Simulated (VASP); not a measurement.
SnTe: single point with PBE

Crystal: SnTe.

```xyz
2
Lattice="0.0000 3.2850 3.2850 3.2850 0.0000 3.2850 3.2850 3.2850 0.0000" Properties=species:S:1:pos:R:3 pbc="T T T"
Sn    0.0000    0.0000    0.0000
Te    3.2850    3.2850    3.2850
```

This cell differs from its parent crystal: strain +3.0%.

```json
{
  "Program": "VASP 6.6.1",
  "Task": "single point",
  "Functional": "PBE",
  "Potentials or basis": "VASP PAW PBE potentials, release 64 (Sn_d, Te)",
  "Cutoff": "520 eV",
  "k mesh": "8 × 8 × 8",
  "Occupations": "fermi-dirac, width 0.02 eV",
  "Spin": "no spin polarisation",
  "Dipole correction": "no",
  "Further INCAR settings": "ALGO = Normal; EDIFF = 1e-07; NBANDS = 17"
}
```

| Property | Result |
| --- | --- |
| Pressure | -2.5 GPa |
| Band gap on the k mesh | 0.24 eV |

Levels at points of the mesh, in eV from the valence-band top:
```tsv
k point	band 6	band 7	band 8	band 9	band 10	band 11	band 12	band 13	band 14	band 15
(0.00, 0.00, 0.00)	-11.79	-4.97	-1.66	-1.66	-1.66	3.23	3.23	3.23	5.12	5.12
(0.50, 0.00, 0.00)	-10.80	-7.58	-1.35	-1.35	0.00	0.24	0.69	0.69	7.66	8.50
(0.50, 0.50, 0.00)	-10.60	-6.24	-4.58	-3.01	-3.01	2.80	4.49	4.49	5.65	8.84
```

It took 32 s on 1 thread of Intel(R) Xeon(R) Platinum 8488C (Sapphire Rapids), on a shared host, peak memory 0.21 GiB.

Caveat: the cell differs from its parent crystal (strain +3.0%); spin-orbit coupling is left out, which moves the levels of the heavy elements. A k mesh can miss the band edges.
